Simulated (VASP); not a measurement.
## RuS: single point with PBE

The system is RuS.

```
Ru S
1.0
     0.00000    2.65134    2.65134
     2.65134    0.00000    2.65134
     2.65134    2.65134    0.00000
Ru S
1 1
Direct
  0.00000 0.00000 0.00000
  0.25000 0.25000 0.25000
```

- Program: VASP 6.6.1
- Task: single point
- Functional: PBE
- Potentials or basis: VASP PAW PBE potentials, release 64 (Ru_pv, S)
- Cutoff: 520 eV
- k mesh: 10 × 10 × 10
- Occupations: gaussian, width 0.05 eV
- Spin: no spin polarisation

| Quantity | Value |
| --- | --- |
| Pressure | -7.5 GPa |
| Band gap on the k mesh | zero (band 10 reaches 9.55 eV, above the bottom of band 11 at 6.89 eV) |

Levels at points of the mesh, in eV from the Fermi level:
```csv
k point,band 7,band 8,band 9,band 10,band 11,band 12,band 13,band 14
"(0.00, 0.00, 0.00)",-5.82,-1.88,-1.88,1.99,3.21,3.21,3.21,7.79
"(0.50, 0.00, 0.00)",-5.40,-1.57,-1.57,-1.26,1.38,1.38,4.40,8.55
"(0.50, 0.50, 0.00)",-4.57,-2.36,-1.12,-0.97,-0.43,-0.43,5.78,7.19
```

It took 18 s on 1 thread of Intel Xeon 6975P-C, with other jobs on the host, peak memory 0.17 GiB.
